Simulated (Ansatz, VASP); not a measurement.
## P: VASP beside Ansatz

```xyz
1
Lattice="4.2729 0.0427 0.0427 0.0427 4.2729 0.0427 0.0438 0.0438 4.3780" Properties=species:S:1:pos:R:3 pbc="T T T"
P     0.0000    0.0000    0.0000
```

Change from the starting cell: equal xy, yz and zx shear strains of +2 %.

Alike in both runs: task single point; functional PBEsol; k mesh 10 × 10 × 9; occupations fermi-dirac, width 0.08 eV; no spin polarisation.

|  | VASP | Ansatz |
| --- | --- | --- |
| version | VASP 6.6.1 | Ansatz 0.2.0 |
| potentials or method | VASP PAW PBE potentials, release 64 (P), cutoff 500 eV | all-electron LAPW, scalar-relativistic |

```tsv
	VASP	Ansatz	Ansatz less VASP
pressure (GPa)	-3.8	-3.8	+0.01
traceless stress, the component that is largest in VASP (GPa)	0.31	0.31	0.000
```

VASP's potentials were made for PBE, not for PBEsol. Ansatz ran all-electron here, and VASP with PAW potentials.
